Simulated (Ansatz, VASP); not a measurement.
# Lu2AlSb2: VASP beside Ansatz

INCAR

```
PREC = Accurate ; ENCUT = 600
EDIFF = 1E-6 ; ISMEAR = 1
SIGMA = 0.0161 ; LREAL = F
LASPH = T ; NELM = 60
ALGO = Normal ; ISIF = 3
LWAVE = F ; LCHARG = F
GGA = PE ; IBRION = 2
NSW = 60 ; EDIFFG = -0.01
```

The input KPOINTS:

```
Automatic mesh
0
Gamma
  5 5 5
```

The input POSCAR:

```
Lu2AlSb2
1.0
    0.0000000000      0.0000000000      4.4137410000
    4.6420950000     -3.1230440000      2.2068700000
    4.6420950000      3.1230440000     -2.2068700000
Lu Sb Al
2 2 1
Direct
    0.5000000000      0.7111300000      0.7111300000
    0.5000000000      0.2888700000      0.2888700000
    0.7893000000      0.7107000000      0.2893000000
    0.2107000000      0.2893000000      0.7107000000
    0.0000000000      0.0000000000      0.0000000000
```

Input for Ansatz:

```yaml
crystal:
  lattice:
    - [0.0, 0.0, 4.413741]
    - [4.642095, -3.123044, 2.20687]
    - [4.642095, 3.123044, -2.20687]
  atoms:
    - { symbol: Lu, position: [0.5, 0.71113, 0.71113] }
    - { symbol: Lu, position: [0.5, 0.28887, 0.28887] }
    - { symbol: Sb, position: [0.7893, 0.7107, 0.2893] }
    - { symbol: Sb, position: [0.2107, 0.2893, 0.7107] }
    - { symbol: Al, position: [0.0, 0.0, 0.0] }
  symmetry: { tolerance: 0.0003 }
kpoints:
  mp_grid: { grid: [5, 5, 5], shift: [0, 0, 0] }
magnetization:
  spin_polarized: false
scf:
  occupations: { method: cold, width: 0.0161 }
hamiltonian:
  pseudopotentials: { kind: paw }
  xc: pbe
basis:
  ecutwfc: 420
output:
  forces: true
  stress: true
  eigenvalues: true
relax:
  max_steps: 40
  cell: {}
```

Alike in both runs: task relaxation of cell and atoms; functional PBE; k mesh 5 × 5 × 5; no spin polarisation.

|  | VASP | Ansatz |
| --- | --- | --- |
| version | VASP 6.6.1 | Ansatz 0.2.0 |
| potentials or method | VASP PAW PBE potentials, release 64 (Lu, Sb, Al), cutoff 600 eV | PAW plane waves |
| occupations | methfessel-paxton of order 1, width 0.0161 eV | cold, width 0.0161 eV |
| valence electrons in the cell | 63 | 83 |

|  | VASP | Ansatz | Ansatz less VASP |
| --- | --- | --- | --- |
| gap on the k mesh at the Fermi level, each at its own relaxed structure (eV) | none | none | - |
| relaxed volume (Å³/atom) | 24.90 | 24.78 | -0.117 |
| relaxed length of the cell vector where the two differ most in proportion (Å) | 5.927 | 5.913 | -0.0140 |

A gap of «none» marks a metal or a gap that the smearing closes. VASP's potentials hold 63 valence electrons a cell and Ansatz's 83, so a difference there can come from the potentials and not from the codes.

Spin-orbit coupling is off throughout.
